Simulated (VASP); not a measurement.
# As (Pm-3m) in VASP: a series of runs

As is run at these levels: PBE; tasks: single point, relaxation of cell and atoms.

Program: VASP 6.6.1. These are calculated values, not measurements. Logs are shortened: lines on timing, memory, paths and dates and some standing lists are left out, and cuts for length are marked.

## (1) The cell of the first run

The structure is cubic, space group Pm-3m (No. 221). Conventional cell: a = 2.191 Å, b = 2.191 Å, c = 2.191 Å, α = 90.00°, β = 90.00°, γ = 90.00°. As (site symmetry m-3m) has 6 As at 2.19 Å within 2.9 Å.

## (2) Single point, PBE

Contents of INCAR:

```
PREC = Accurate
ENCUT = 520
EDIFF = 1E-6
ISMEAR = -1
SIGMA = 0.08
LREAL = False
LASPH = True
NELM = 100
ALGO = Normal
ISIF = 2
LWAVE = False
LCHARG = False
GGA = PE
NBANDS = 8
```

Contents of KPOINTS:

```
regular mesh
0
Gamma
  17 17 17
```

Contents of POSCAR:

```
As
1.0
    2.1914718311      0.0000000000      0.0000000000
    0.0000000000      2.1914718311      0.0000000000
    0.0000000000      0.0000000000      2.1914718311
As
1
Direct
    0.0000000000      0.0000000000      0.0000000000
```

Potentials or basis: VASP PAW PBE potentials, release 64 (As).

The run is started by

```bash
cat potpaw_PBE.64/As/POTCAR > POTCAR
mpirun -np 1 vasp_std > vasp.out
```

OUTCAR:

```text
PREC = Accurate
   ENCUT = 520
   EDIFF = 1E-6
   ISMEAR = -1
   LREAL = False
   LASPH = True
   NELM = 100
   ISIF = 2
   GGA = PE

 ion  position               nearest neighbor table
   1  0.000  0.000  0.000-

  LATTYP: Found a simple cubic cell.
 ALAT       =     2.1914718311

  Lattice vectors:

 A1 = (   2.1914718311,   0.0000000000,   0.0000000000)
 A2 = (   0.0000000000,   2.1914718311,   0.0000000000)
 A3 = (   0.0000000000,   0.0000000000,   2.1914718311)

Analysis of symmetry for initial positions (statically):
=====================================================================
 Subroutine PRICEL returns:
 Original cell was already a primitive cell.

 Routine SETGRP: Setting up the symmetry group for a
 simple cubic supercell.

 Subroutine GETGRP returns: Found 48 space group operations
 (whereof 48 operations were pure point group operations)
 out of a pool of 48 trial point group operations.

The static configuration has the point symmetry O_h .

Analysis of symmetry for dynamics (positions and initial velocities):
=====================================================================
 Subroutine PRICEL returns:
 Original cell was already a primitive cell.

 Routine SETGRP: Setting up the symmetry group for a
 simple cubic supercell.

 Subroutine GETGRP returns: Found 48 space group operations
 (whereof 48 operations were pure point group operations)
 out of a pool of 48 trial point group operations.

The dynamic configuration has the point symmetry O_h .

 Subroutine INISYM returns: Found 48 space group operations
 (whereof 48 operations are pure point group operations),
 and found     1 'primitive' translations

----------------------------------------------------------------------------------------

                                     Primitive cell

  volume of cell :      10.5247

  direct lattice vectors                    reciprocal lattice vectors
     2.191471831  0.000000000  0.000000000     0.456314330  0.000000000  0.000000000
     0.000000000  2.191471831  0.000000000     0.000000000  0.456314330  0.000000000
     0.000000000  0.000000000  2.191471831     0.000000000  0.000000000  0.456314330

  length of vectors
     2.191471831  2.191471831  2.191471831     0.456314330  0.456314330  0.456314330

  position of ions in fractional coordinates (direct lattice)
     0.000000000  0.000000000  0.000000000

  ion indices of the primitive-cell ions
   primitive index   ion index
                 1           1

----------------------------------------------------------------------------------------

 KPOINTS: regular mesh

Automatic generation of k-mesh.
 Grid dimensions read from file:
 generate k-points for:   17   17   17

 Generating k-lattice:

  Cartesian coordinates                     Fractional coordinates (reciprocal lattice)
     0.026842019  0.000000000  0.000000000     0.058823529  0.000000000  0.000000000
     0.000000000  0.026842019  0.000000000     0.000000000  0.058823529  0.000000000
     0.000000000  0.000000000  0.026842019     0.000000000  0.000000000  0.058823529

  Length of vectors
     0.026842019  0.026842019  0.026842019

  Shift w.r.t. Gamma in fractional coordinates (k-lattice)
     0.000000000  0.000000000  0.000000000

 Subroutine IBZKPT returns following result:
 ===========================================

 Found    165 irreducible k-points:

 Following reciprocal coordinates:
            Coordinates               Weight
  0.000000  0.000000  0.000000      1.000000
  0.058824  0.000000  0.000000      6.000000
  0.117647  0.000000  0.000000      6.000000
  0.176471  0.000000  0.000000      6.000000
  0.235294  0.000000  0.000000      6.000000
  0.294118  0.000000  0.000000      6.000000
[... 16 lines left out ...]
  0.411765  0.117647  0.000000     24.000000
  0.470588  0.117647  0.000000     24.000000
 [... further k-points ...]
   k-points           NKPTS =    165   k-points in BZ     NKDIM =    165   number of bands    NBANDS=      8
   number of dos      NEDOS =    301   number of ions     NIONS =      1
   total plane-waves  NPLWV =   4096
   dimension x,y,z NGX =    16 NGY =   16 NGZ =   16
   dimension x,y,z NGXF=    32 NGYF=   32 NGZF=   32
   ions per type =               1
   NGX,Y,Z   is equivalent  to a cutoff of  12.14, 12.14, 12.14 a.u.
   NGXF,Y,Z  is equivalent  to a cutoff of  24.28, 24.28, 24.28 a.u.
 SYSTEM =  unknown system
   PREC   = accura    normal or accurate (medium, high low for compatibility)
   ISTART =      0    job   : 0-new  1-cont  2-samecut
   ICHARG =      2    charge: 1-file 2-atom 10-const
   ISPIN  =      1    spin polarized calculation?
   LNONCOLLINEAR =      F non collinear calculations
   LSORBIT =      F    spin-orbit coupling
   LASPH  =      T    aspherical Exc in radial PAW
   ENCUT  =  520.0 eV  38.22 Ry    6.18 a.u.   4.07  4.07  4.07*2*pi/ulx,y,z
   NELM   =    100;   NELMIN=  2; NELMDL= -5     # of ELM steps
   EDIFF  = 0.1E-05   stopping-criterion for ELM
   LREAL  =      F    real-space projection
   EDIFFG = 0.1E-04   stopping-criterion for IOM
   NSW    =      0    number of steps for IOM
   IBRION =     -1    ionic relax: 0-MD 1-quasi-New 2-CG
   NFREE  =      0    steps in history (QN), initial steepest desc. (CG)
   ISIF   =      2    stress and relaxation
   ISYM   =      2    0-nonsym 1-usesym 2-fastsym
   POTIM  = 0.5000    time-step for ionic-motion
   TEBEG  =    0.0;   TEEND  =   0.0 temperature during run
   PSTRESS=    0.0 pullay stress
   NELECT =       5.0000    total number of electrons
   NUPDOWN=      -1.0000    fix difference up-down
   EMIN   =  10.00;   EMAX   =-10.00  energy-range for DOS
   EFERMI =   0.00;   METHOD = LEGACY
   ISMEAR =    -1;   SIGMA  =   0.08  broadening in eV -4-tet -1-fermi 0-gaus
   EFERMI_NEDOS =   21; number of points for ismear=-14 and -15
   IALGO  =     38    algorithm
   IMIX   =      4    mixing-type and parameters
     AMIX     =   0.40;   BMIX     =  1.00
     AMIX_MAG =   1.60;   BMIX_MAG =  1.00
  volume/ion in A,a.u.               =      10.52        71.02
  Fermi-wavevector in a.u.,A,eV,Ry     =   1.277406  2.413947 22.201524  1.631766
  Thomas-Fermi vector in A             =   2.410007
   LORBIT       =      0    0 simple, 1 ext, 2 COOP (PROOUT), +10 PAW based schemes
   GGA     = PE    functional components
   LHFCALC =     F    Hartree Fock is set to
   AEXX    =    0.0000 exact exchange contribution
   IVDW    =     0    specifies the selected vdW correction
   LEPSILON=     F    determine dielectric tensor
   LRPA    =     F    only Hartree local field effects (RPA)
 non-spin polarized calculation
  energy-cutoff  :      520.00
  volume of cell :       10.52
 maximum number of plane-waves:       292
   NGX =  9   NGY =  9   NGZ =  9

 number of electron       5.0000001 magnetization

 Free energy of the ion-electron system (eV)
  ---------------------------------------------------
  ext. energy  EPLUGINS =         0.00000000
  ---------------------------------------------------
  free energy    TOTEN  =        -0.74102373 eV

  energy without entropy =       -0.73542924  energy(sigma->0) =       -0.73822648

 E-fermi :  15.6010     XC(G=0): -13.4147

 val. band max:       15.5967664609   @ k =   0.3529   0.2353   0.0000
 cond. band min:      15.6031538595   @ k =   0.4706   0.2941   0.1765
 fundamental gap:      0.0063873986
 Fermi energy:        15.6010381827

 k-point     1 :       0.0000    0.0000    0.0000
  band No.  band energies     occupation
      1      -7.3594      2.00000
      2      22.4752      0.00000
      3      22.4752      0.00000
      4      22.4752      0.00000
      5      24.8958      0.00000
      6      24.8958      0.00000
      7      32.7450      0.00000
      8      50.1470      0.00000

 k-point     2 :       0.0588    0.0000    0.0000
  band No.  band energies     occupation
      1      -7.2506      2.00000
      2      20.3849      0.00000
      3      22.5896      0.00000
      4      22.5896      0.00000
      5      24.9798      0.00000
      6      26.6887      0.00000
      7      33.2422      0.00000
      8      48.3904      0.00000

 k-point     3 :       0.1176    0.0000    0.0000
  band No.  band energies     occupation
      1      -6.9238      2.00000
      2      17.4002      0.00000
      3      22.9301      0.00000
      4      22.9301      0.00000
      5      25.2312      0.00000
      6      28.6165      0.00000
      7      34.8912      0.00000
      8      45.9029      0.00000

 k-point     4 :       0.1765    0.0000    0.0000
  band No.  band energies     occupation
      1      -6.3787      2.00000
      2      14.4197      2.00000
      3      23.4882      0.00000
      4      23.4882      0.00000
      5      25.6489      0.00000
      6      29.8401      0.00000
      7      37.5944      0.00000
      8      43.4161      0.00000

 k-point     5 :       0.2353    0.0000    0.0000
  band No.  band energies     occupation
      1      -5.6150      2.00000
      2      11.5550      2.00000
      3      24.2484      0.00000
      4      24.2484      0.00000
      5      26.2289      0.00000
      6      30.7232      0.00000
      7      40.7299      0.00000
      8      41.0269      0.00000

 k-point     6 :       0.2941    0.0000    0.0000
  band No.  band energies     occupation
      1      -4.6342      2.00000
      2       8.8540      2.00000
      3      25.1840      0.00000
      4      25.1840      0.00000
      5      26.9618      0.00000
      6      31.5283      0.00000
      7      38.7847      0.00000
      8      38.7847      0.00000

 k-point     7 :       0.3529    0.0000    0.0000
  band No.  band energies     occupation
      1      -3.4433      2.00000
      2       6.3514      2.00000
      3      26.2450      0.00000
      4      26.2450      0.00000
      5      27.8216      0.00000
      6      32.3262      0.00000
      7      36.7453      0.00000
      8      36.7453      0.00000

 k-point     8 :       0.4118    0.0000    0.0000
  band No.  band energies     occupation
      1      -2.0717      2.00000
      2       4.0952      2.00000
      3      27.3184      0.00000
      4      27.3184      0.00000
      5      28.7317      0.00000
      6      33.0634      0.00000
      7      35.0209      0.00000
      8      35.0209      0.00000

 k-point     9 :       0.4706    0.0000    0.0000
  band No.  band energies     occupation
      1      -0.7039      2.00000
      2       2.2820      2.00000
      3      28.1120      0.00000
      4      28.1120      0.00000
      5      29.4458      0.00000
      6      33.5551      0.00000
      7      33.9019      0.00000
      8      33.9019      0.00000

 k-point    10 :       0.0588    0.0588    0.0000
  band No.  band energies     occupation
      1      -7.1418      2.00000
      2      20.1030      0.00000
      3      20.9628      0.00000
      4      22.7039      0.00000
      5      25.9785      0.00000
      6      27.5695      0.00000
      7      33.6643      0.00000
      8      46.3923      0.00000
[... 78 lines left out ...]
 k-point    18 :       0.1176    0.1176    0.0000
  band No.  band energies     occupation
      1      -6.4885      2.00000
      2      17.1433      0.00000
      3      18.6465      0.00000
      4      23.3846      0.00000
      5      27.2836      0.00000
      6      31.4370      0.00000
      7      35.9905      0.00000
      8      41.1815      0.00000

 k-point    19 :       0.1765    0.1176    0.0000
  band No.  band energies     occupation
      1      -5.9438      2.00000
      2      14.7127      1.99997
      3      18.6344      0.00000
      4      23.9425      0.00000
      5      27.8530      0.00000
      6      33.0679      0.00000
      7      37.3048      0.00000
      8      39.3554      0.00000

 k-point    20 :       0.2353    0.1176    0.0000
  band No.  band energies     occupation
      1      -5.1809      2.00000
      2      11.9225      2.00000
      3      19.2898      0.00000
      4      24.7025      0.00000
      5      28.4781      0.00000
      6      33.8013      0.00000
      7      36.0650      0.00000
      8      41.2002      0.00000

 k-point    21 :       0.2941    0.1176    0.0000
  band No.  band energies     occupation
      1      -4.2014      2.00000
      2       9.2491      2.00000
      3      20.1705      0.00000
      4      25.6388      0.00000
      5      29.1840      0.00000
      6      32.9139      0.00000
      7      35.5582      0.00000
      8      39.1336      0.00000

 k-point    22 :       0.3529    0.1176    0.0000
  band No.  band energies     occupation
      1      -3.0126      2.00000
      2       6.7614      2.00000
      3      21.2101      0.00000
      4      26.7024      0.00000
      5      29.6610      0.00000
      6      31.4777      0.00000
      7      35.7684      0.00000
      8      37.1014      0.00000

 k-point    23 :       0.4118    0.1176    0.0000
  band No.  band energies     occupation
      1      -1.6444      2.00000
      2       4.5154      2.00000
      3      22.3179      0.00000
      4      27.7823      0.00000
      5      28.7194      0.00000
      6      31.7155      0.00000
      7      35.3747      0.00000
      8      35.3760      0.00000

 k-point    24 :       0.4706    0.1176    0.0000
  band No.  band energies     occupation
      1      -0.2831      2.00000
      2       2.7118      2.00000
      3      23.2141      0.00000
      4      27.5959      0.00000
      5      28.5862      0.00000
      6      32.6715      0.00000
      7      34.2476      0.00000
      8      34.4387      0.00000

 [... further k-points ...]
[... 5 lines left out ...]
  --------------------------------------------------------------------------------------
  -------------------------------------------------------------------------------------
  Total       14.9974038     14.9974038     14.9974038     -0.0000000     -0.0000000      0.0000000
  in kB     2283.0687558   2283.0687558   2283.0687558     -0.0000000     -0.0000000      0.0000000
  external PRESSURE =    2283.0687558 kB  Pullay stress =       0.0000000 kB

 VOLUME and BASIS-vectors are now :
 -----------------------------------------------------------------------------
  energy-cutoff  :      520.00
  volume of cell :       10.52
      direct lattice vectors                 reciprocal lattice vectors
     2.191471831  0.000000000  0.000000000     0.456314330  0.000000000  0.000000000
     0.000000000  2.191471831  0.000000000     0.000000000  0.456314330  0.000000000
     0.000000000  0.000000000  2.191471831     0.000000000  0.000000000  0.456314330

 POSITION                                       TOTAL-FORCE (eV/Angst)
 -----------------------------------------------------------------------------------
      0.00000      0.00000      0.00000         0.000000      0.000000      0.000000
 -----------------------------------------------------------------------------------
    total drift:                               -0.000000      0.000000      0.000000

  FREE ENERGIE OF THE ION-ELECTRON SYSTEM (eV)
  ---------------------------------------------------
  free  energy   TOTEN  =        -0.7410237285 eV

  energy  without entropy=       -0.7354292392  energy(sigma->0) =       -0.73822648
```

Run time: 7.7 s. Hardware: 1 thread of Intel Xeon 8259CL, shared host; peak memory 0.12 GiB.

Results:

| Item | Value |
| --- | --- |
| Free energy | -0.7410 eV |
| Pressure | 228.3 GPa |

## (3) Single point, PBE

Contents of INCAR:

```
ALGO = Normal ; EDIFF = 1E-6
ENCUT = 520 ; GGA = PE
ISIF = 2 ; ISMEAR = -1
LASPH = T ; LCHARG = F
LREAL = F ; LWAVE = F
NBANDS = 8 ; NELM = 80
PREC = Accurate ; SIGMA = 0.08
```

Contents of KPOINTS:

```
k-points
0
Gamma
  17 17 17
```

Contents of POSCAR:

```
As
1.0
    2.1913236388      0.0000000000      0.0000000000
    0.0000000000      2.1913236388      0.0000000000
    0.0000000000      0.0000000000      2.1913236388
As
1
Direct
    0.0000000000      0.0000000000      0.0000000000
```

Potentials or basis: VASP PAW PBE potentials, release 64 (As).

The run is started by

```bash
cat potpaw_PBE.64/As/POTCAR > POTCAR
mpirun -np 1 vasp_std > vasp.out
```

OUTCAR:

```text
EDIFF = 1E-6
   ENCUT = 520
   GGA = PE
   ISIF = 2
   ISMEAR = -1
   LASPH = T
   LREAL = F
   NELM = 80
   PREC = Accurate

 ion  position               nearest neighbor table
   1  0.000  0.000  0.000-

  LATTYP: Found a simple cubic cell.
 ALAT       =     2.1913236388

  Lattice vectors:

 A1 = (   2.1913236388,   0.0000000000,   0.0000000000)
 A2 = (   0.0000000000,   2.1913236388,   0.0000000000)
 A3 = (   0.0000000000,   0.0000000000,   2.1913236388)

Analysis of symmetry for initial positions (statically):
=====================================================================
 Subroutine PRICEL returns:
 Original cell was already a primitive cell.

 Routine SETGRP: Setting up the symmetry group for a
 simple cubic supercell.

 Subroutine GETGRP returns: Found 48 space group operations
 (whereof 48 operations were pure point group operations)
 out of a pool of 48 trial point group operations.

The static configuration has the point symmetry O_h .

Analysis of symmetry for dynamics (positions and initial velocities):
[... 151 lines left out ...]
  ---------------------------------------------------
  free energy    TOTEN  =        -0.73798056 eV

  energy without entropy =       -0.73238401  energy(sigma->0) =       -0.73518229

 E-fermi :  15.6049     XC(G=0): -13.4157

 val. band max:       15.6008110453   @ k =   0.3529   0.2353   0.0000
 cond. band min:      15.6074741152   @ k =   0.4706   0.2941   0.1765
 fundamental gap:      0.0066630699
 Fermi energy:        15.6048593730

 k-point     1 :       0.0000    0.0000    0.0000
  band No.  band energies     occupation
      1      -7.3587      2.00000
      2      22.4802      0.00000
      3      22.4802      0.00000
      4      22.4802      0.00000
      5      24.9002      0.00000
      6      24.9002      0.00000
      7      32.7515      0.00000
      8      50.1547      0.00000
[... 243 lines left out ...]
 k-point    24 :       0.4706    0.1176    0.0000
  band No.  band energies     occupation
      1      -0.2810      2.00000
      2       2.7133      2.00000
      3      23.2195      0.00000
      4      27.6003      0.00000
      5      28.5927      0.00000
      6      32.6773      0.00000
      7      34.2530      0.00000
      8      34.4439      0.00000

 [... further k-points ...]
[... 5 lines left out ...]
  --------------------------------------------------------------------------------------
  -------------------------------------------------------------------------------------
  Total       15.0056806     15.0056806     15.0056806     -0.0000000     -0.0000000     -0.0000000
  in kB     2284.7922061   2284.7922061   2284.7922061     -0.0000000     -0.0000000     -0.0000000
  external PRESSURE =    2284.7922061 kB  Pullay stress =       0.0000000 kB

 VOLUME and BASIS-vectors are now :
 -----------------------------------------------------------------------------
  energy-cutoff  :      520.00
  volume of cell :       10.52
      direct lattice vectors                 reciprocal lattice vectors
     2.191323639  0.000000000  0.000000000     0.456345189  0.000000000  0.000000000
     0.000000000  2.191323639  0.000000000     0.000000000  0.456345189  0.000000000
     0.000000000  0.000000000  2.191323639     0.000000000  0.000000000  0.456345189

 POSITION                                       TOTAL-FORCE (eV/Angst)
 -----------------------------------------------------------------------------------
      0.00000      0.00000      0.00000         0.000000      0.000000      0.000000
 -----------------------------------------------------------------------------------
    total drift:                                0.000000      0.000000     -0.000000

  FREE ENERGIE OF THE ION-ELECTRON SYSTEM (eV)
  ---------------------------------------------------
  free  energy   TOTEN  =        -0.7379805647 eV

  energy  without entropy=       -0.7323840100  energy(sigma->0) =       -0.73518229
```

stdout:

```text
POSCAR found type information on POSCAR As
 POSCAR found :  1 types and       1 ions
 scaLAPACK will be used
 LDA part: xc-table for (Slater+PW92), standard interpolation
 POSCAR, INCAR and KPOINTS ok, starting setup
 FFT: planning ... GRIDC
 FFT: planning ... GRID_SOFT
 FFT: planning ... GRID
 WAVECAR not read
 entering main loop
```

It took 8.7 s on 1 thread of Intel Xeon 8259CL, shared host; peak memory 0.12 GiB.

Results:

```yaml
Free_energy: -0.7380 eV
Pressure: 228.5 GPa
```

Levels at points of the mesh, in eV from the Fermi level:
```tsv
k point	band 1	band 2	band 3	band 4	band 5	band 6
(0.00, 0.00, 0.00)	-22.96	6.88	6.88	6.88	9.30	9.30
```

[end of part 1 of 2]
